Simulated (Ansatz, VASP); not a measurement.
## CuI: VASP beside Ansatz

INCAR

```
PREC = Accurate ; ENCUT = 520
EDIFF = 1E-6 ; ISMEAR = 0
SIGMA = 0.01 ; LREAL = F
LASPH = T ; NELM = 60
ALGO = Normal ; ISIF = 2
LWAVE = F ; LCHARG = F
NBANDS = 26
```

Contents of KPOINTS:

```
Automatic mesh
0
Gamma
  4 4 6
```

File POSCAR:

```
CuI
1.0
    3.7331675900     -3.7110863700      0.0000000000
    3.7331675900      3.7110863700      0.0000000000
    0.0000000000      0.0000000000      4.3069976700
Cu I
2 2
Direct
    0.4204388296      0.5795611704      0.7499999994
    0.5795611704      0.4204388296      0.2500000006
    0.7700426803      0.2299573197      0.7499999994
    0.2299573197      0.7700426803      0.2500000006
```

Input for Ansatz:

```yaml
crystal:
  lattice:
    - [3.73316759, -3.71108637, 0.0]
    - [3.73316759, 3.71108637, 0.0]
    - [0.0, 0.0, 4.30699767]
  atoms:
    - { symbol: Cu, position: [0.4204388296141973, 0.5795611703858027, 0.7499999994195492] }
    - { symbol: Cu, position: [0.5795611703858027, 0.4204388296141973, 0.25000000058045074] }
    - { symbol: I, position: [0.7700426802516052, 0.22995731974839487, 0.7499999994195492] }
    - { symbol: I, position: [0.22995731974839487, 0.7700426802516052, 0.25000000058045074] }
basis:
  ecutwfc: 510.0
kpoints:
  mp_grid:
    grid: [4, 4, 6]
    shift: [0.0, 0.0, 0.0]
hamiltonian:
  xc: lda
scf:
  convergence:
    dr2_threshold: 1.0e-10
  occupations:
    method: fixed
output:
  stress: true
```

Alike in both runs: task single point; functional LDA; k mesh 4 × 4 × 6; no spin polarisation.

|  | VASP | Ansatz |
| --- | --- | --- |
| version | VASP 6.6.1 | Ansatz 0.2.0 |
| potentials or method | VASP PAW LDA potentials, release 64 (Cu, I), cutoff 520 eV | plane waves, PAW |
| occupations | gaussian, width 0.01 eV | fixed |
| valence electrons in the cell | 36 | 72 |

VASP gave:

| Property | Result |
| --- | --- |
| pressure (GPa) | -3.2 |
| traceless stress, the component that is largest in VASP (GPa) | 1.74 |

Task: Which values does Ansatz return?

Result: Pressure (GPa): -3.0; traceless stress, the component that is largest in VASP (GPa): 1.87.

LDA's correlation is that of Perdew and Zunger in VASP and of Perdew and Wang (1992) in Ansatz. VASP's potentials hold 36 valence electrons a cell and Ansatz's 72, so a difference there can come from the potentials and not from the codes.

Spin-orbit coupling is off throughout.
